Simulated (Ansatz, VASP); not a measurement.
## Two plane-wave programs on Bi

File INCAR:

```
SYSTEM = Bi
PREC = Accurate ; ENCUT = 500
EDIFF = 1E-7 ; ISMEAR = -1
SIGMA = 0.05 ; LREAL = .FALSE.
LASPH = .TRUE. ; NELM = 120
ALGO = Normal ; ISIF = 3
LWAVE = .FALSE. ; LCHARG = .FALSE.
GGA = LIBXC ; LIBXC1 = GGA_X_B88
LIBXC2 = GGA_C_PBE ; IBRION = 2
NSW = 60 ; EDIFFG = -0.01
GGA_COMPAT = .FALSE. ; NELMIN = 4
```

Contents of KPOINTS:

```
regular mesh
0
G
  9 9 9
  0 0 0
```

The input POSCAR:

```
Bi
1.0
   -1.9814305318      1.9814305318      1.9814305318
    1.9814305318     -1.9814305318      1.9814305318
    1.9814305318      1.9814305318     -1.9814305318
Bi
1
Direct
    0.0000000000      0.0000000000      0.0000000000
```

The input input.yaml:

```yaml
crystal:
  lattice:
    - [-1.9814305318, 1.9814305318, 1.9814305318]
    - [1.9814305318, -1.9814305318, 1.9814305318]
    - [1.9814305318, 1.9814305318, -1.9814305318]
  atoms:
    - { symbol: Bi, position: [0.0, 0.0, 0.0] }
hamiltonian:
  xc: { exchange: b88, correlation: pbe }
  pseudopotentials: { kind: paw }
kpoints:
  mp_grid: { grid: [9, 9, 9] }
scf:
  occupations: { method: fermi_dirac, width: 0.05 }
output:
  forces: true
  stress: true
relax:
  f_tol: 0.01
  max_steps: 40
  cell: { stress_tol: 0.05 }
```

Alike in both runs: task relaxation of cell and atoms; functional b88 exchange, pbe correlation; k mesh 9 × 9 × 9; occupations fermi-dirac, width 0.05 eV; no spin polarisation.

|  | VASP | Ansatz |
| --- | --- | --- |
| version | VASP 6.6.1 | Ansatz 0.2.0 |
| potentials or method | VASP PAW PBE potentials, release 64 (Bi_d) | Ansatz PAW |
| plane-wave cutoff (eV) | 500 | 420 |
| valence electrons in the cell | 15 | 15 |

Ansatz gave:

| Quantity | Value |
| --- | --- |
| relaxed volume (Å³/atom) | 31.52 |
| relaxed length of the cell vector where the two differ most in proportion (Å) | 3.447 |

**Question.** Which values does VASP return?

**Answer.** Relaxed volume (Å³/atom): 31.49; relaxed length of the cell vector where the two differ most in proportion (Å): 3.446.

VASP's potentials were made for PBE, not for b88 exchange, pbe correlation.

Neither program's run includes spin-orbit coupling. Noted on Ansatz's run: the plane-wave basis is chosen anew once the cell has moved, so the energies of steps on either side of that aren't comparable.
